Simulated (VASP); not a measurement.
Write the native input for VASP 6.6.1 that does the following.

```yaml
Task: single point
Functional: r2SCAN
Potentials_or_basis: VASP PAW PBE potentials, release 64 (Ag, I)
Cutoff: 520 eV
k_mesh: 10 × 10 × 8
Occupations: gaussian, width 0.1 eV
Spin: no spin polarisation
Dipole_correction: no
Further_INCAR_settings: ALGO = Normal; EDIFF = 1e-06; NBANDS = 20
```

Crystal: AgI2.

```
CELL_PARAMETERS angstrom
4.08720 0.00000 0.00000
0.00000 4.08720 0.00000
0.00000 0.00000 6.75312
ATOMIC_POSITIONS crystal
Ag 0.00000 0.00000 0.50000
I 0.50000 0.00000 0.77262
I 0.00000 0.50000 0.22738
```

One way to write it, as run:

POSCAR

```
AgI2
1.0
    4.0871950127      0.0000000000      0.0000000000
    0.0000000000      4.0871950127      0.0000000000
    0.0000000000      0.0000000000      6.7531206804
Ag I
1 2
Direct
    0.0000000000      0.0000000000      0.5000000000
    0.5000000000      0.0000000000      0.7726200497
    0.0000000000      0.5000000000      0.2273799503
```

INCAR.step1

```
SYSTEM = AgI2
ALGO     = Normal         ! electronic algorithm
EDIFF    = 1E-4           ! SCF threshold, eV
ENCUT    = 520            ! plane-wave cutoff, eV
GGA      = PE             ! functional
ISMEAR   = 0              ! smearing method
LASPH    = .TRUE.         ! aspherical terms in the spheres
LCHARG   = .FALSE.        ! write CHGCAR
LREAL    = .FALSE.        ! projectors in reciprocal space
LWAVE    = .TRUE.         ! write WAVECAR
NBANDS   = 20             ! bands
NELM     = 100            ! most SCF steps
PREC     = Accurate       ! precision mode
SIGMA    = 0.1            ! smearing width, eV
```

INCAR.step2

```
SYSTEM = AgI2
ALGO     = Normal         ! electronic algorithm
EDIFF    = 1E-6           ! SCF threshold, eV
ENCUT    = 520            ! plane-wave cutoff, eV
ISIF     = 2              ! what is computed and relaxed
ISMEAR   = 0              ! smearing method
ISTART   = 1            
LASPH    = .TRUE.         ! aspherical terms in the spheres
LCHARG   = .FALSE.        ! write CHGCAR
LMIXTAU  = .TRUE.       
LREAL    = .FALSE.        ! projectors in reciprocal space
LWAVE    = .FALSE.        ! write WAVECAR
METAGGA  = R2SCAN         ! meta-GGA
NBANDS   = 20             ! bands
NELM     = 100            ! most SCF steps
PREC     = Accurate       ! precision mode
SIGMA    = 0.1            ! smearing width, eV
```

KPOINTS

```
k-points
0
G
  10 10 8
  0 0 0
```

Potentials or basis: VASP PAW PBE potentials, release 64 (Ag, I).

Command:

```console
$ cat potpaw_PBE.64/Ag/POTCAR potpaw_PBE.64/I/POTCAR > POTCAR
$ cp INCAR.step1 INCAR
$ mpirun -np 1 vasp_std > vasp.out
$ cp INCAR.step2 INCAR
$ mpirun -np 1 vasp_std > vasp.out
```

Results of the run:

```
Pressure               : -0.1 GPa
Largest force          : 0.016 eV/Å
Band gap on the k mesh : zero (an odd number of electrons rules out a gap without spin polarisation)
```

Caveat: the PAW data sets were made with another functional, which shifts forces and pressure a little; spin-orbit coupling is left out, which moves the levels of the heavy elements; an odd number of electrons without spin polarisation forces a metal; a magnetic or distorted state may lie lower.

It took 15 min on 1 thread of Intel Xeon 8259CL, on a shared host, peak memory 0.38 GiB.
